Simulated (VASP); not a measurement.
# P (P-1) in VASP: single point with PBE

Aim: the single point of P with PBE.

Program: VASP 6.6.1. These are calculated values, not measurements. Logs are shortened: lines on timing, memory, paths and dates and some standing lists are left out, and cuts for length are marked.

**1. The cell of the first run**

The typed cell holds 2 atoms: a = 3.872 Å, b = 3.807 Å, c = 3.791 Å, α = 54.30°, β = 56.83°, γ = 55.90°.

**2. Single point, PBE (atoms moved at random and the cell strained at random)**

Contents of INCAR:

```
ALGO     = Normal         # electronic algorithm
EDIFF    = 1E-6           # SCF threshold, eV
ENCUT    = 520            # plane-wave cutoff, eV
GGA      = PE             # functional
ISIF     = 2              # what is computed and relaxed
ISMEAR   = 0              # smearing method
LASPH    = True           # aspherical terms in the spheres
LCHARG   = False          # write CHGCAR
LREAL    = False          # projectors in reciprocal space
LWAVE    = False          # write WAVECAR
NBANDS   = 12             # bands
NELM     = 80             # most SCF steps
PREC     = Accurate       # precision mode
SIGMA    = 0.1            # smearing width, eV
```

Contents of KPOINTS:

```
k-points
0
Gamma
  12 12 12
```

Contents of POSCAR:

```
P
1.0
    1.8338821857      1.0965984846      3.2292249582
   -1.7644618975      0.9930549739      3.2239097246
   -0.0549611665     -2.0233668358      3.2054646930
P
2
Direct
    0.2061531938      0.2363202219      0.2349618334
    0.7938468062      0.7636797781      0.7650381666
```

Potentials or basis: VASP PAW PBE potentials, release 64 (P).

The run is started by

```console
$ cat potpaw_PBE.64/P/POTCAR > POTCAR
$ mpirun -np 1 vasp_std > vasp.out
```

OUTCAR:

```text
EDIFF = 1E-6
   ENCUT = 520
   GGA = PE
   ISIF = 2
   ISMEAR = 0
   LASPH = True
   LREAL = False
   NELM = 80
   PREC = Accurate

 ion  position               nearest neighbor table
   1  0.206  0.236  0.235-   2 2.26   2 2.31   2 2.51   2 2.87   2 2.94
   2  0.794  0.764  0.765-   1 2.26   1 2.31   1 2.51   1 2.87   1 2.94

  LATTYP: Found a triclinic cell.
 ALAT       =     3.5998374479
 B/A-ratio  =     1.0131724540
 C/A-ratio  =     1.0575415087
 COS(alpha) =     0.0113715408
 COS(beta)  =     0.4545354211
 COS(gamma) =     0.5422804294

  Lattice vectors:

 A1 = (  -3.5983440832,  -0.1035435107,  -0.0053152336)
 A2 = (  -1.8888433522,  -3.1199653204,  -0.0237602652)
 A3 = (  -1.7644618975,   0.9930549739,   3.2239097246)

Analysis of symmetry for initial positions (statically):
=====================================================================
 Subroutine PRICEL returns:
 Original cell was already a primitive cell.

 Routine SETGRP: Setting up the symmetry group for a
 triclinic supercell.

 Subroutine GETGRP returns: Found  2 space group operations
 (whereof  2 operations were pure point group operations)
 out of a pool of  2 trial point group operations.

The static configuration has the point symmetry S_2 .

Analysis of symmetry for dynamics (positions and initial velocities):
=====================================================================
 Subroutine PRICEL returns:
 Original cell was already a primitive cell.

 Routine SETGRP: Setting up the symmetry group for a
 triclinic supercell.

 Subroutine GETGRP returns: Found  2 space group operations
 (whereof  2 operations were pure point group operations)
 out of a pool of  2 trial point group operations.

The dynamic configuration has the point symmetry S_2 .

 Subroutine INISYM returns: Found  2 space group operations
 (whereof  2 operations are pure point group operations),
 and found     1 'primitive' translations

----------------------------------------------------------------------------------------

                                     Primitive cell

  volume of cell :      35.5134

  direct lattice vectors                    reciprocal lattice vectors
     1.833882186  1.096598485  3.229224958     0.273315604  0.154272389  0.102066755
    -1.764461897  0.993054974  3.223909725    -0.282964360  0.170525319  0.102787975
    -0.054961166 -2.023366836  3.205464693     0.009251072 -0.326922486  0.105764489

  length of vectors
     3.872150041  3.806977526  3.791047082     0.330028805  0.345995782  0.343729575

  position of ions in fractional coordinates (direct lattice)
     0.206153194  0.236320222  0.234961833
     0.793846806  0.763679778  0.765038167

  ion indices of the primitive-cell ions
   primitive index   ion index
                 1           1
                 2           2

----------------------------------------------------------------------------------------

 KPOINTS: k-points

Automatic generation of k-mesh.
 Grid dimensions read from file:
 generate k-points for:   12   12   12

 Generating k-lattice:

  Cartesian coordinates                     Fractional coordinates (reciprocal lattice)
     0.022776300  0.012856032  0.008505563     0.083333333  0.000000000 -0.000000000
    -0.023580363  0.014210443  0.008565665     0.000000000  0.083333333  0.000000000
     0.000770923 -0.027243540  0.008813707     0.000000000  0.000000000  0.083333333

  Length of vectors
     0.027502400  0.028832982  0.028644131

  Shift w.r.t. Gamma in fractional coordinates (k-lattice)
     0.000000000  0.000000000  0.000000000

 Subroutine IBZKPT returns following result:
 ===========================================

 Found    868 irreducible k-points:

 Following reciprocal coordinates:
            Coordinates               Weight
  0.000000  0.000000  0.000000      1.000000
  0.083333 -0.000000 -0.000000      2.000000
  0.166667  0.000000  0.000000      2.000000
  0.250000 -0.000000  0.000000      2.000000
  0.333333  0.000000  0.000000      2.000000
  0.416667 -0.000000 -0.000000      2.000000
[... 16 lines left out ...]
  0.250000  0.166667  0.000000      2.000000
  0.333333  0.166667  0.000000      2.000000
 [... further k-points ...]
   k-points           NKPTS =    868   k-points in BZ     NKDIM =    868   number of bands    NBANDS=     12
   number of dos      NEDOS =    301   number of ions     NIONS =      2
   total plane-waves  NPLWV =  23520
   dimension x,y,z NGX =    30 NGY =   28 NGZ =   28
   dimension x,y,z NGXF=    60 NGYF=   56 NGZF=   56
   ions per type =               2
   NGX,Y,Z   is equivalent  to a cutoff of  12.88, 12.23, 12.28 a.u.
   NGXF,Y,Z  is equivalent  to a cutoff of  25.76, 24.45, 24.56 a.u.
 SYSTEM =  unknown system
   PREC   = accura    normal or accurate (medium, high low for compatibility)
   ISTART =      0    job   : 0-new  1-cont  2-samecut
   ICHARG =      2    charge: 1-file 2-atom 10-const
   ISPIN  =      1    spin polarized calculation?
   LNONCOLLINEAR =      F non collinear calculations
   LSORBIT =      F    spin-orbit coupling
   LASPH  =      T    aspherical Exc in radial PAW
   ENCUT  =  520.0 eV  38.22 Ry    6.18 a.u.   7.20  7.08  7.05*2*pi/ulx,y,z
   NELM   =     80;   NELMIN=  2; NELMDL= -5     # of ELM steps
   EDIFF  = 0.1E-05   stopping-criterion for ELM
   LREAL  =      F    real-space projection
   EDIFFG = 0.1E-04   stopping-criterion for IOM
   NSW    =      0    number of steps for IOM
   IBRION =     -1    ionic relax: 0-MD 1-quasi-New 2-CG
   NFREE  =      0    steps in history (QN), initial steepest desc. (CG)
   ISIF   =      2    stress and relaxation
   ISYM   =      2    0-nonsym 1-usesym 2-fastsym
   POTIM  = 0.5000    time-step for ionic-motion
   TEBEG  =    0.0;   TEEND  =   0.0 temperature during run
   PSTRESS=    0.0 pullay stress
   NELECT =      10.0000    total number of electrons
   NUPDOWN=      -1.0000    fix difference up-down
   EMIN   =  10.00;   EMAX   =-10.00  energy-range for DOS
   EFERMI =   0.00;   METHOD = LEGACY
   ISMEAR =     0;   SIGMA  =   0.10  broadening in eV -4-tet -1-fermi 0-gaus
   EFERMI_NEDOS =   21; number of points for ismear=-14 and -15
   IALGO  =     38    algorithm
   IMIX   =      4    mixing-type and parameters
     AMIX     =   0.40;   BMIX     =  1.00
     AMIX_MAG =   1.60;   BMIX_MAG =  1.00
  volume/ion in A,a.u.               =      17.76       119.83
  Fermi-wavevector in a.u.,A,eV,Ry     =   1.073028  2.027728 15.665590  1.151388
  Thomas-Fermi vector in A             =   2.208815
   LORBIT       =      0    0 simple, 1 ext, 2 COOP (PROOUT), +10 PAW based schemes
   GGA     = PE    functional components
   LHFCALC =     F    Hartree Fock is set to
   AEXX    =    0.0000 exact exchange contribution
   IVDW    =     0    specifies the selected vdW correction
   LEPSILON=     F    determine dielectric tensor
   LRPA    =     F    only Hartree local field effects (RPA)
 non-spin polarized calculation
 Gauss-broadening in eV      SIGMA  =   0.10
  energy-cutoff  :      520.00
  volume of cell :       35.51
 maximum number of plane-waves:       974
 NGX is ok and might be reduce to    30
   NGX = 15   NGY = 15   NGZ = 15

 number of electron      10.0000000 magnetization

 Free energy of the ion-electron system (eV)
  ---------------------------------------------------
  ext. energy  EPLUGINS =         0.00000000
  ---------------------------------------------------
  free energy    TOTEN  =       -10.58404109 eV

  energy without entropy =      -10.58303284  energy(sigma->0) =      -10.58353696

 E-fermi :   7.4967     XC(G=0): -10.3207

 val. band max:        7.4965862721   @ k =   0.2500   0.1667   0.5000
 cond. band min:       7.5028421911   @ k =   0.0833   0.4167   0.0833
 fundamental gap:      0.0062559190
 Fermi energy:         7.4967025311

 k-point     1 :       0.0000    0.0000    0.0000
  band No.  band energies     occupation
      1      -7.9796      2.00000
      2       3.4674      2.00000
      3       4.4609      2.00000
      4       4.7533      2.00000
      5       5.5467      2.00000
      6       8.4970      0.00000
      7       9.6191      0.00000
      8      11.0548      0.00000
      9      13.4952      0.00000
     10      13.8293      0.00000
     11      14.6089      0.00000
     12      15.0095      0.00000

 k-point     2 :       0.0833   -0.0000   -0.0000
  band No.  band energies     occupation
      1      -7.8860      2.00000
      2       2.6501      2.00000
      3       4.5961      2.00000
      4       5.0992      2.00000
      5       5.3918      2.00000
      6       8.8550      0.00000
      7       9.5307      0.00000
      8      10.9314      0.00000
      9      13.0265      0.00000
     10      13.3980      0.00000
     11      14.3283      0.00000
     12      16.0467      0.00000

 k-point     3 :       0.1667    0.0000    0.0000
  band No.  band energies     occupation
      1      -7.6081      2.00000
      2       1.2980      2.00000
      3       4.4940      2.00000
      4       5.0776      2.00000
      5       5.7636      2.00000
      6       9.2124      0.00000
      7       9.3655      0.00000
      8      10.5053      0.00000
      9      12.5836      0.00000
     10      13.6541      0.00000
     11      14.0140      0.00000
     12      17.4591      0.00000
[... 286 lines left out ...]
 k-point    23 :       0.2500    0.1667    0.0000
  band No.  band energies     occupation
      1      -7.1584      2.00000
      2       0.6375      2.00000
      3       3.1242      2.00000
      4       4.1323      2.00000
      5       6.1672      2.00000
      6       9.1216      0.00000
      7       9.8266      0.00000
      8      11.3779      0.00000
      9      12.2317      0.00000
     10      14.7473      0.00000
     11      15.5197      0.00000
     12      17.0133      0.00000

 k-point    24 :       0.3333    0.1667    0.0000
  band No.  band energies     occupation
      1      -6.6798      2.00000
      2      -0.4760      2.00000
      3       2.8311      2.00000
      4       3.8972      2.00000
      5       5.8672      2.00000
      6       9.5159      0.00000
      7      10.2884      0.00000
      8      11.2319      0.00000
      9      11.8638      0.00000
     10      15.6006      0.00000
     11      16.6077      0.00000
     12      18.3981      0.00000

 [... further k-points ...]

------------------------ aborting loop because EDIFF is reached ----------------------------------------

  FORCE on cell =-STRESS in cart. coord.  units (eV):
  Direction    XX          YY          ZZ          XY          YZ          ZX
  --------------------------------------------------------------------------------------
  -------------------------------------------------------------------------------------
  Total       -0.9091397     -1.3668386     -0.6865556     -0.3540696     -0.0306041      0.6752315
  in kB      -41.0156391    -61.6646261    -30.9738047    -15.9737704     -1.3806981     30.4629234
  external PRESSURE =     -44.5513566 kB  Pullay stress =       0.0000000 kB

 VOLUME and BASIS-vectors are now :
 -----------------------------------------------------------------------------
  energy-cutoff  :      520.00
  volume of cell :       35.51
      direct lattice vectors                 reciprocal lattice vectors
     1.833882186  1.096598485  3.229224958     0.273315604  0.154272389  0.102066755
    -1.764461897  0.993054974  3.223909725    -0.282964360  0.170525319  0.102787975
    -0.054961166 -2.023366836  3.205464693     0.009251072 -0.326922486  0.105764489

 POSITION                                       TOTAL-FORCE (eV/Angst)
 -----------------------------------------------------------------------------------
     -0.05183     -0.01467      2.18075         0.232365     -0.027045      0.005896
      0.06629      0.08095      7.47785        -0.232365      0.027045     -0.005896
 -----------------------------------------------------------------------------------
    total drift:                                0.000000      0.000000     -0.000000

  FREE ENERGIE OF THE ION-ELECTRON SYSTEM (eV)
  ---------------------------------------------------
  free  energy   TOTEN  =       -10.5840410904 eV

  energy  without entropy=      -10.5830328395  energy(sigma->0) =      -10.58353696
```

It took 2.2 min on 1 thread of Intel Xeon 6975P-C (Granite Rapids), shared host; peak memory 0.38 GiB.

Results:

| Quantity | Value |
| --- | --- |
| Free energy | -10.5840 eV |
| Pressure | -4.5 GPa |
| Largest force | 0.234 eV/Å |
| Band gap on the k mesh | zero (bands 5 and 6 overlap by 0.92 eV) |

Forces in eV/Å, atoms in the order of the input:
```
P    0.232 -0.027  0.006
P   -0.232  0.027 -0.006
```

Levels at points of the mesh, in eV from the Fermi level:
```csv
k point,band 3,band 4,band 5,band 6,band 7,band 8
"(0.00, 0.00, 0.00)",-3.04,-2.74,-1.95,1.00,2.12,3.56
"(0.50, 0.00, 0.00)",-3.39,-2.70,-0.56,0.12,0.89,1.46
"(0.00, 0.50, 0.00)",-3.57,-3.00,-0.52,-0.37,0.57,0.79
"(0.50, 0.50, 0.00)",-5.94,-5.03,-4.37,0.65,5.81,6.99
"(0.00, 0.00, 0.50)",-3.42,-3.17,-0.26,-0.26,0.38,0.99
"(0.50, 0.00, 0.50)",-6.01,-5.04,-4.54,0.64,5.77,6.76
"(0.00, 0.50, 0.50)",-6.65,-4.72,-4.49,0.52,5.80,7.26
"(0.50, 0.50, 0.50)",-2.88,-2.04,-0.98,0.27,1.06,2.10
```

Caveat: the cell differs from its parent crystal (atoms moved at random and the cell strained at random); the cell stands under tension.
